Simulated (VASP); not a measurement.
A run of VASP 6.6.1 is set up as follows.

POSCAR

```
NaHgF3
1.0
    4.4921176369      0.0000000000      0.0000000000
    0.0000000000      4.4921176369      0.0000000000
    0.0000000000      0.0000000000      4.4921176369
Na Hg F
1 1 3
Direct
    0.0000000000      0.0000000000      0.0000000000
    0.5000000000      0.5000000000      0.5000000000
    0.5000000000      0.5000000000      0.0000000000
    0.5000000000      0.0000000000      0.5000000000
    0.0000000000      0.5000000000      0.5000000000
```

INCAR.step1

```
SYSTEM = NaHgF3
PREC = Accurate ; ENCUT = 600
ISMEAR = -1 ; SIGMA = 0.03
LREAL = .False. ; LASPH = .True.
NELM = 80 ; GGA = PE
ALGO = Normal ; EDIFF = 1E-4
LWAVE = .True. ; LCHARG = .False.
```

Contents of INCAR.step2:

```
SYSTEM = NaHgF3
PREC = Accurate ; ENCUT = 600
EDIFF = 1E-7 ; ISMEAR = -1
SIGMA = 0.03 ; LREAL = .False.
LASPH = .True. ; NELM = 80
ALGO = Normal ; ISIF = 3
LWAVE = .False. ; LCHARG = .False.
METAGGA = R2SCAN ; LMIXTAU = .True.
LUSE_VDW = .True. ; IVDW_NL = 2
BPARAM = 11.95 ; CPARAM = 0.0093
IBRION = 2 ; NSW = 100
EDIFFG = -0.01 ; ISTART = 1
```

File KPOINTS:

```
regular mesh
0
Gamma
  6 6 6
  0 0 0
```

Potentials or basis: VASP PAW PBE potentials, release 64 (Na_pv, Hg, F).

Launch:

```bash
$ cat potpaw_PBE.64/Na_pv/POTCAR potpaw_PBE.64/Hg/POTCAR potpaw_PBE.64/F/POTCAR > POTCAR
$ cp INCAR.step1 INCAR
$ mpirun -np 1 vasp_std > vasp.out
$ cp INCAR.step2 INCAR
$ mpirun -np 1 vasp_std > vasp.out
```

**Question.** Estimate the band gap on the k mesh.

**Answer.** 0.78 eV, indirect (least direct gap 3.74 eV).

Final structure:
```
CELL_PARAMETERS angstrom
4.49212 0.00000 0.00000
0.00000 4.49212 0.00000
0.00000 0.00000 4.49212
ATOMIC_POSITIONS crystal
Na 0.00000 0.00000 0.00000
Hg 0.50000 0.50000 0.50000
F 0.50000 0.50000 0.00000
F 0.50000 0.00000 0.50000
F 0.00000 0.50000 0.50000
```

Caveat: the relaxation stopped at its first step, so nothing moved; spin-orbit coupling is left out, which moves the levels of the heavy elements. r2SCAN opens gaps a little over a GGA but as a rule still falls short of measured ones.
